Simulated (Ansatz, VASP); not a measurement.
**HfN: VASP beside Ansatz**

Contents of INCAR:

```
SYSTEM = HfN
  ALGO = Normal
  EDIFF = 1E-7
  ENCUT = 520
  GGA = PE
  ISIF = 2
  ISMEAR = 0
  LASPH = .TRUE.
  LCHARG = .FALSE.
  LREAL = .FALSE.
  LWAVE = .FALSE.
  NBANDS = 14
  NELM = 100
  PREC = Accurate
  SIGMA = 0.1
```

The input KPOINTS:

```
k-points
0
G
  8 8 8
  0 0 0
```

Contents of POSCAR:

```
HfN
1.0
    0.0000000000      2.2558601200      2.2558601200
    2.2558601200      0.0000000000      2.2558601200
    2.2558601200      2.2558601200      0.0000000000
Hf N
1 1
Direct
    0.0000000000      0.0000000000      0.0000000000
    0.5000000000      0.5000000000      0.5000000000
```

Input for Ansatz:

```yaml
crystal:
  lattice:
    - [0.0, 2.25586012, 2.25586012]
    - [2.25586012, 0.0, 2.25586012]
    - [2.25586012, 2.25586012, 0.0]
  atoms:
    - { symbol: Hf, position: [0.0, 0.0, 0.0] }
    - { symbol: "N", position: [0.5, 0.5, 0.5] }
basis:
  ecutwfc: 420
kpoints:
  mp_grid: { grid: [8, 8, 8] }
hamiltonian:
  xc: pbe
  pseudopotentials: { kind: paw, azcp: { folder: soft_1 } }
scf:
  occupations: { method: gaussian, width: 0.1 }
output:
  forces: true
  stress: true
  eigenvalues: true
```

Alike in both runs: task single point; functional PBE; k mesh 8 × 8 × 8; occupations gaussian, width 0.1 eV; no spin polarisation.

```csv
,VASP,Ansatz
version,VASP 6.6.1,Ansatz 0.2.0
potentials or method,"VASP PAW PBE potentials, release 64 (Hf_pv, N), cutoff 520 eV","scalar-relativistic, plane waves, PAW"
valence electrons in the cell,15,31
```

Ansatz gave:

```
gap on the k mesh at the Fermi level (eV) : none
pressure (GPa)                            : 6.9
```

Task: Which values does VASP return?

Result: gap on the k mesh at the Fermi level (eV): none; pressure (GPa): 4.5.

A gap of «none» marks a metal or a gap that the smearing closes. VASP's potentials hold 15 valence electrons a cell and Ansatz's 31, so a difference there can come from the potentials and not from the codes.

Spin-orbit coupling is off throughout.
